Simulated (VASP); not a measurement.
Input of a VASP 6.6.1 run:

The input INCAR:

```
SYSTEM = CuO
PREC = Accurate
ENCUT = 520
EDIFF = 1E-7
ISMEAR = -1
SIGMA = 0.05
LREAL = .FALSE.
LASPH = .TRUE.
NELM = 150
ALGO = Normal
ISIF = 2
LWAVE = .FALSE.
LCHARG = .FALSE.
LMAXMIX = 4
LDAU = .TRUE.
LDAUTYPE = 2
LDAUL = 2 -1
LDAUU = 1 0
LDAUJ = 0 0
LDAUPRINT = 1
GGA = PE
NBANDS = 25
```

The input KPOINTS:

```
regular mesh
0
G
  9 9 5
  0 0 0
```

Contents of POSCAR:

```
CuO
1.0
    3.2880244300      0.0000000000      0.0000000000
   -1.6440122100      2.8475126800      0.0000000000
    0.0000000000      0.0000000000      5.3850248600
Cu O
2 2
Direct
    0.6666666667      0.3333333333      0.0000000000
    0.3333333333      0.6666666667      0.5000000000
    0.6666666667      0.3333333333      0.6252000000
    0.3333333333      0.6666666667      0.1252000000
```

Potentials or basis: VASP PAW PBE potentials, release 64 (Cu, O).

Run with:

```console
$ cat potpaw_PBE.64/Cu/POTCAR potpaw_PBE.64/O/POTCAR > POTCAR
$ mpirun -np 1 vasp_std > vasp.out
```

**Question.** What does it give for the band gap on the k mesh?

**Answer.** Zero (bands 17 and 18 overlap by 1.35 eV).

**Question.** Predict the largest force.

**Answer.** 0.066 eV/Å.

**Question.** Estimate the pressure.

**Answer.** -9.0 GPa.

Forces in eV/Å, atoms in the order of the input:
```
Cu   0.000  0.000 -0.066
Cu   0.000  0.000 -0.066
O    0.000  0.000  0.066
O    0.000  0.000  0.066
```

Caveat: the cell stands under tension; U without spin polarisation on a metal has little footing.
